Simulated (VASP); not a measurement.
Runs of VASP 6.6.1 on Nb. The structure is that of space group Fm-3m (No. 225), or close to it. The cells are those of the table. 

```tsv
task	cell	k mesh for the DOS	occupations for the DOS	gap on the mesh (eV)	pressure (GPa)
electric field gradients	a = 2.961 Å, angles 61.3°, 1 atom	-	-	none	-10.6
electric field gradients	a = 3.021 Å, angles 58.7°, 1 atom	-	-	none	-10.4
single point	a = 3.011 Å, angles 60.0°, 1 atom	-	-	none	-13.2
electric field gradients	a = 2.930 Å, angles 60.0°, 1 atom	-	-	none	(a)
electric field gradients	a = 2.991 Å, angles 60.0°, 1 atom	-	-	none	-10.4
single point	a = 2.961, b = 2.961, c = 2.991 Å, angles 59.7, 59.7, 60.7°, 1 atom	-	-	none	(b)
single point	a = 3.001 Å, angles 60.0°, 1 atom	-	-	none	-11.9
single point	a = 3.006, b = 3.006, c = 2.991 Å, angles 60.2, 60.2, 59.7°, 1 atom	-	-	none	-11.9
electric field gradients	a = 3.006, b = 3.006, c = 2.991 Å, angles 60.2, 60.2, 59.7°, 1 atom	-	-	none	-11.9
electric field gradients	a = 3.030 Å, angles 60.0°, 1 atom	-	-	none	-15.7
```

Alike in all rows: level LDA; potentials or basis VASP PAW LDA potentials, release 64 (Nb_sv); no spin polarisation; k mesh 13 × 13 × 13; cutoff (eV) 520; smearing fermi-dirac 0.03 eV.

**Question.** Fill in the values left out.

**Answer.** (a) -0.3; (b) -7.5.

A k mesh can miss the band edges, and the runs leave out spin-orbit coupling on Nb.

A gap of «none» marks levels without a gap at the run's occupations.
